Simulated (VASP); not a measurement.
# SiC (I-4m2) in VASP: single point with HSE06

Aim: the single point of SiC with HSE06.

Everything below comes from runs of VASP 6.6.1. Logs are shortened: lines on timing, memory, paths and dates and some standing lists are left out, and cuts for length are marked.

**1. The cell of the first run**

Symmetry: I-4m2, No. 119, tetragonal system. The conventional cell has a = 3.173 Å, b = 3.173 Å, c = 4.269 Å, α = 90.00°, β = 90.00°, γ = 90.00°. Within 2.5 Å of Si (site symmetry -4m2) lie 4 C at 1.91 Å. C (site symmetry -4m2) has 4 Si at 1.91 Å within 2.5 Å.

**2. Single point, HSE06 (epitaxial xy strain +3.0%)**

POSCAR reads:

```
SiC
1.0
    0.0000000000      2.2433939153      2.1344433457
    2.2433939153      0.0000000000      2.1344433457
    2.2433939153      2.2433939153      0.0000000000
Si C
1 1
Direct
    0.0000000000      0.0000000000      0.0000000000
    0.2500000000      0.2500000000      0.2500000000
```

INCAR.step1 reads:

```
SYSTEM = SiC
PREC     = Accurate       ! precision mode
ENCUT    = 520            ! plane-wave cutoff, eV
EDIFF    = 1E-5           ! SCF threshold, eV
ISMEAR   = 0              ! smearing method
SIGMA    = 0.01           ! smearing width, eV
LREAL    = .False.        ! projectors in reciprocal space
LASPH    = .True.         ! aspherical terms in the spheres
NELM     = 80             ! most SCF steps
ALGO     = Normal         ! electronic algorithm
ISIF     = 2              ! what is computed and relaxed
LWAVE    = .True.         ! write WAVECAR
LCHARG   = .False.        ! write CHGCAR
NBANDS   = 11             ! bands
GGA      = PE             ! functional
```

INCAR.step2 reads:

```
SYSTEM = SiC
PREC     = Accurate       ! precision mode
ENCUT    = 520            ! plane-wave cutoff, eV
EDIFF    = 1E-7           ! SCF threshold, eV
ISMEAR   = 0              ! smearing method
SIGMA    = 0.01           ! smearing width, eV
LREAL    = .False.        ! projectors in reciprocal space
LASPH    = .True.         ! aspherical terms in the spheres
NELM     = 80             ! most SCF steps
ALGO     = Normal         ! electronic algorithm
ISIF     = 2              ! what is computed and relaxed
LWAVE    = .False.        ! write WAVECAR
LCHARG   = .False.        ! write CHGCAR
GGA      = PE             ! functional
LHFCALC  = .True.         ! exact exchange
HFSCREEN = 0.2079         ! screening, 1/A
PRECFOCK = Normal       
NBANDS   = 11             ! bands
ISTART   = 1
```

KPOINTS reads:

```
regular mesh
0
Gamma
  8 8 8
  0 0 0
```

Potentials or basis: VASP PAW PBE potentials, release 64 (Si, C).

The run is started by

```
> cat potpaw_PBE.64/Si/POTCAR potpaw_PBE.64/C/POTCAR > POTCAR
> cp INCAR.step1 INCAR
> mpirun -np 1 vasp_std > vasp.out
> cp INCAR.step2 INCAR
> mpirun -np 1 vasp_std > vasp.out
```

OUTCAR:

```text
SYSTEM = SiC
   PREC = Accurate
   ENCUT = 520
   EDIFF = 1E-7
   ISMEAR = 0
   LREAL = .False.
   LASPH = .True.
   NELM = 80
   ISIF = 2
   GGA = PE
   LHFCALC = .True.
   HFSCREEN = 0.2079
   PRECFOCK = Normal
   ISTART = 1

 ion  position               nearest neighbor table
   1  0.000  0.000  0.000-   2 1.91   2 1.91   2 1.91   2 1.91
   2  0.250  0.250  0.250-   1 1.91   1 1.91   1 1.91   1 1.91

  LATTYP: Found a body centered tetragonal cell.
 ALAT       =     3.1726381008
 C/A-ratio  =     1.3455321899

  Lattice vectors:

 A1 = (   0.0000000000,  -2.2433939153,  -2.1344433457)
 A2 = (   0.0000000000,   2.2433939153,  -2.1344433457)
 A3 = (   2.2433939153,   0.0000000000,   2.1344433457)

Analysis of symmetry for initial positions (statically):
=====================================================================
 Subroutine PRICEL returns:
 Original cell was already a primitive cell.

 Routine SETGRP: Setting up the symmetry group for a
 body centered tetragonal supercell.

 Subroutine GETGRP returns: Found  8 space group operations
 (whereof  8 operations were pure point group operations)
 out of a pool of 16 trial point group operations.

The static configuration has the point symmetry D_2d.

Analysis of symmetry for dynamics (positions and initial velocities):
=====================================================================
 Subroutine PRICEL returns:
 Original cell was already a primitive cell.

 Routine SETGRP: Setting up the symmetry group for a
 body centered tetragonal supercell.

 Subroutine GETGRP returns: Found  8 space group operations
 (whereof  8 operations were pure point group operations)
 out of a pool of 16 trial point group operations.

The dynamic configuration has the point symmetry D_2d.

 Subroutine INISYM returns: Found  8 space group operations
 (whereof  8 operations are pure point group operations),
 and found     1 'primitive' translations

----------------------------------------------------------------------------------------

                                     Primitive cell

  volume of cell :      21.4845

  direct lattice vectors                    reciprocal lattice vectors
     0.000000000  2.243393915  2.134443346    -0.222876596  0.222876596  0.234253114
     2.243393915  0.000000000  2.134443346     0.222876596 -0.222876596  0.234253114
     2.243393915  2.243393915  0.000000000     0.222876596  0.222876596 -0.234253114

  length of vectors
     3.096556903  3.096556903  3.172638101     0.392711695  0.392711695  0.392711695

  position of ions in fractional coordinates (direct lattice)
     0.000000000  0.000000000  0.000000000
     0.250000000  0.250000000  0.250000000

  ion indices of the primitive-cell ions
   primitive index   ion index
                 1           1
                 2           2

----------------------------------------------------------------------------------------

 KPOINTS: regular mesh

Automatic generation of k-mesh.
 Grid dimensions read from file:
 generate k-points for:    8    8    8

 Generating k-lattice:

  Cartesian coordinates                     Fractional coordinates (reciprocal lattice)
    -0.027859575  0.027859575  0.029281639     0.125000000  0.000000000  0.000000000
     0.027859575 -0.027859575  0.029281639     0.000000000  0.125000000  0.000000000
     0.027859575  0.027859575 -0.029281639     0.000000000  0.000000000  0.125000000

  Length of vectors
     0.049088962  0.049088962  0.049088962

  Shift w.r.t. Gamma in fractional coordinates (k-lattice)
     0.000000000  0.000000000  0.000000000

 Subroutine IBZKPT returns following result:
 ===========================================

 Found     59 irreducible k-points:

 Following reciprocal coordinates:
            Coordinates               Weight
  0.000000  0.000000  0.000000      1.000000
  0.125000  0.000000  0.000000      8.000000
  0.250000  0.000000  0.000000      8.000000
  0.375000  0.000000  0.000000      8.000000
  0.500000  0.000000  0.000000      4.000000
  0.125000  0.125000  0.000000      2.000000
[... 16 lines left out ...]
  0.250000  0.000000  0.125000     16.000000
  0.375000  0.000000  0.125000     16.000000
 [... further k-points ...]
   k-points           NKPTS =     59   k-points in BZ     NKDIM =    512   number of bands    NBANDS=     11
   number of dos      NEDOS =    301   number of ions     NIONS =      2
   total plane-waves  NPLWV =  13824
   dimension x,y,z NGX =    24 NGY =   24 NGZ =   24
   dimension x,y,z NGXF=    48 NGYF=   48 NGZF=   48
   ions per type =               1   1
   NGX,Y,Z   is equivalent  to a cutoff of  12.88, 12.88, 12.58 a.u.
   NGXF,Y,Z  is equivalent  to a cutoff of  25.77, 25.77, 25.15 a.u.
 SYSTEM =  SiC
   PREC   = accura    normal or accurate (medium, high low for compatibility)
   ISTART =      1    job   : 0-new  1-cont  2-samecut
   ICHARG =      0    charge: 1-file 2-atom 10-const
   ISPIN  =      1    spin polarized calculation?
   LNONCOLLINEAR =      F non collinear calculations
   LSORBIT =      F    spin-orbit coupling
   LASPH  =      T    aspherical Exc in radial PAW
   ENCUT  =  520.0 eV  38.22 Ry    6.18 a.u.   5.76  5.76  5.90*2*pi/ulx,y,z
   NELM   =     80;   NELMIN=  2; NELMDL=  0     # of ELM steps
   EDIFF  = 0.1E-06   stopping-criterion for ELM
   LREAL  =      F    real-space projection
   EDIFFG = 0.1E-05   stopping-criterion for IOM
   NSW    =      0    number of steps for IOM
   IBRION =     -1    ionic relax: 0-MD 1-quasi-New 2-CG
   NFREE  =      0    steps in history (QN), initial steepest desc. (CG)
   ISIF   =      2    stress and relaxation
   ISYM   =      3    0-nonsym 1-usesym 2-fastsym
   POTIM  = 0.5000    time-step for ionic-motion
   TEBEG  =    0.0;   TEEND  =   0.0 temperature during run
   PSTRESS=    0.0 pullay stress
   NELECT =       8.0000    total number of electrons
   NUPDOWN=      -1.0000    fix difference up-down
   EMIN   =  10.00;   EMAX   =-10.00  energy-range for DOS
   EFERMI =   0.00;   METHOD = LEGACY
   ISMEAR =     0;   SIGMA  =   0.01  broadening in eV -4-tet -1-fermi 0-gaus
   EFERMI_NEDOS =   21; number of points for ismear=-14 and -15
   IALGO  =     38    algorithm
   IMIX   =      1    mixing-type and parameters
     AMIX     =   0.40;   BMIX     =  1.00
     AMIX_MAG =   1.60;   BMIX_MAG =  1.00
  volume/ion in A,a.u.               =      10.74        72.49
  Fermi-wavevector in a.u.,A,eV,Ry     =   1.177777  2.225675 18.873427  1.387158
  Thomas-Fermi vector in A             =   2.314117
   LORBIT       =      0    0 simple, 1 ext, 2 COOP (PROOUT), +10 PAW based schemes
   GGA     = PE    functional components
   LHFCALC =     T    Hartree Fock is set to
   PRECFOCK=normal    Normal, Fast or Accurate (Low or Medium for compatibility)
   ENCUT4O =  -1.0   cutoff for four orbital integrals eV
   NKREDX  =     1    reduce k-point grid by
   NKREDY  =     1    reduce k-point grid by
   NKREDZ  =     1    reduce k-point grid by
   AEXX    =    0.2500 exact exchange contribution
   HFSCREEN=    0.2079 screening length (either q_TF or 0.3 A-1)
   HFSCREENC=   0.2079 screening length for correlation (either q_TF or 0.3 A-1)
   ENCUTFOCK=  -1.0 apply spherical cutoff to Coloumb kernel
   IVDW    =     0    specifies the selected vdW correction
   LEPSILON=     F    determine dielectric tensor
   LRPA    =     F    only Hartree local field effects (RPA)
 non-spin polarized calculation
 Gauss-broadening in eV      SIGMA  =   0.01
  energy-cutoff  :      520.00
  volume of cell :       21.48
 maximum number of plane-waves:       592
  NGX = 18; NGY = 18; NGZ = 18

 number of electron       8.0000001 magnetization

 Free energy of the ion-electron system (eV)
  ---------------------------------------------------
  ext. energy  EPLUGINS =         0.00000000
  ---------------------------------------------------
  free energy    TOTEN  =       -17.36587228 eV

  energy without entropy =      -17.36587228  energy(sigma->0) =      -17.36587228

 E-fermi :   7.4705     XC(G=0):  -9.2340

 val. band max:        7.3126619300   @ k =   0.0000   0.0000   0.0000
 cond. band min:       9.0597324291   @ k =   0.5000   0.5000   0.0000
 fundamental gap:      1.7470704991
 Fermi energy:         7.4705072331

 k-point     1 :       0.0000    0.0000    0.0000
  band No.  band energies     occupation
      1      -9.5876      2.00000
      2       6.9914      2.00000
      3       6.9914      2.00000
      4       7.3127      2.00000
      5      14.1381      0.00000
      6      15.3072      0.00000
      7      15.4591      0.00000
      8      15.4591      0.00000
      9      22.1645      0.00000
     10      23.5429      0.00000
     11      24.4678      0.00000

 k-point     2 :       0.1250    0.0000    0.0000
  band No.  band energies     occupation
      1      -9.2657      2.00000
      2       5.4931      2.00000
      3       6.7383      2.00000
      4       7.0318      2.00000
      5      14.4236      0.00000
      6      15.6506      0.00000
      7      15.7878      0.00000
      8      16.0568      0.00000
      9      21.1238      0.00000
     10      22.0124      0.00000
     11      24.4833      0.00000

 k-point     3 :       0.2500    0.0000    0.0000
  band No.  band energies     occupation
      1      -8.3261      2.00000
      2       2.4661      2.00000
      3       6.2234      2.00000
      4       6.6523      2.00000
      5      13.8662      0.00000
      6      15.8501      0.00000
      7      16.2821      0.00000
      8      17.6604      0.00000
      9      21.3866      0.00000
     10      21.4811      0.00000
     11      23.5541      0.00000

 k-point     4 :       0.3750    0.0000    0.0000
  band No.  band energies     occupation
      1      -6.9090      2.00000
      2      -0.4702      2.00000
      3       5.8010      2.00000
      4       6.3498      2.00000
      5      13.3638      0.00000
      6      15.2990      0.00000
      7      16.1420      0.00000
      8      18.4304      0.00000
      9      23.0092      0.00000
     10      23.7566      0.00000
     11      24.1171      0.00000
[... 239 lines left out ...]
 k-point    22 :       0.1250    0.0000    0.1250
  band No.  band energies     occupation
      1      -9.1717      2.00000
      2       5.7690      2.00000
      3       6.3164      2.00000
      4       6.5708      2.00000
      5      14.2588      0.00000
      6      15.2770      0.00000
      7      16.2075      0.00000
      8      16.7824      0.00000
      9      19.3229      0.00000
     10      23.5325      0.00000
     11      25.8415      0.00000

 k-point    23 :       0.2500    0.0000    0.1250
  band No.  band energies     occupation
      1      -8.4487      2.00000
      2       3.5140      2.00000
      3       5.7912      2.00000
      4       6.0742      2.00000
      5      13.8021      0.00000
      6      15.6846      0.00000
      7      16.6652      0.00000
      8      17.4531      0.00000
      9      19.6921      0.00000
     10      23.2867      0.00000
     11      25.7300      0.00000

 k-point    24 :       0.3750    0.0000    0.1250
  band No.  band energies     occupation
      1      -7.1795      2.00000
      2       0.6450      2.00000
      3       5.1670      2.00000
      4       5.6641      2.00000
      5      13.5303      0.00000
      6      15.3744      0.00000
      7      17.2466      0.00000
      8      17.9008      0.00000
      9      21.4539      0.00000
     10      24.3756      0.00000
     11      25.4385      0.00000

 [... further k-points ...]

------------------------ aborting loop because EDIFF is reached ----------------------------------------

  FORCE on cell =-STRESS in cart. coord.  units (eV):
  Direction    XX          YY          ZZ          XY          YZ          ZX
  --------------------------------------------------------------------------------------
  -------------------------------------------------------------------------------------
  Total       -1.8782023     -1.8782023     -0.2137299      0.0000000      0.0000000      0.0000000
  in kB     -140.0642360   -140.0642360    -15.9386027      0.0000000      0.0000000      0.0000000
  external PRESSURE =     -98.6890249 kB  Pullay stress =       0.0000000 kB

 VOLUME and BASIS-vectors are now :
 -----------------------------------------------------------------------------
  energy-cutoff  :      520.00
  volume of cell :       21.48
      direct lattice vectors                 reciprocal lattice vectors
     0.000000000  2.243393915  2.134443346    -0.222876596  0.222876596  0.234253114
     2.243393915  0.000000000  2.134443346     0.222876596 -0.222876596  0.234253114
     2.243393915  2.243393915  0.000000000     0.222876596  0.222876596 -0.234253114

 POSITION                                       TOTAL-FORCE (eV/Angst)
 -----------------------------------------------------------------------------------
      0.00000      0.00000      0.00000         0.000000      0.000000     -0.000000
      1.12170      1.12170      1.06722        -0.000000     -0.000000      0.000000
 -----------------------------------------------------------------------------------
    total drift:                                0.000000      0.000000     -0.000000

  FREE ENERGIE OF THE ION-ELECTRON SYSTEM (eV)
  ---------------------------------------------------
  free  energy   TOTEN  =       -17.3658722772 eV

  energy  without entropy=      -17.3658722772  energy(sigma->0) =      -17.36587228
```

Wall time 77 min (1 thread of Oxide Virtual Turin-like, shared host); peak memory 0.23 GiB.

Results:

| Quantity | Value |
| --- | --- |
| Free energy | -17.3659 eV |
| Pressure | -9.9 GPa |
| Band gap on the k mesh | 1.75 eV (least direct gap 5.61 eV) |

Stress tensor (GPa, compression positive):
```
-14.01   0.00   0.00
  0.00 -14.01   0.00
  0.00   0.00  -1.59
```

Caveat: the cell differs from its parent crystal (epitaxial xy strain +3.0%); the stress differs along the axes, from -14 to -2 GPa; the PAW data sets were made with another functional, which shifts forces and pressure a little. A k mesh can miss the band edges.
